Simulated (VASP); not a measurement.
Fe: single point with PBE

Fe:

```
CELL_PARAMETERS angstrom
-1.43450 1.43450 1.43450
1.43450 -1.43450 1.43450
1.43450 1.43450 -1.43450
ATOMIC_POSITIONS crystal
Fe 0.00000 0.00000 0.00000
```

| Quantity | Value |
| --- | --- |
| Program | VASP 6.6.1 |
| Task | single point |
| Functional | PBE |
| Potentials or basis | VASP PAW PBE potentials, release 64 (Fe) |
| Cutoff | 600 eV |
| k mesh | 14 × 14 × 14 |
| Occupations | gaussian, width 0.1 eV |
| Spin | collinear spin, ferromagnetic start |
| Starting moments | [2.03] μB |
| Fixed moment | 2.03 μB |

- Pressure: -10.5 GPa
- Net moment: 2.03 μB per cell
- Site moments: Fe +2.04 μB
- Valence electrons inside the program's atomic spheres: Fe 7.19

Wall time 19 s on 1 thread of Intel(R) Xeon(R) 6975P-C (Granite Rapids), with other jobs on the host, peak memory 0.15 GiB.

Caveat: the total moment is fixed, so each spin has its own Fermi level.
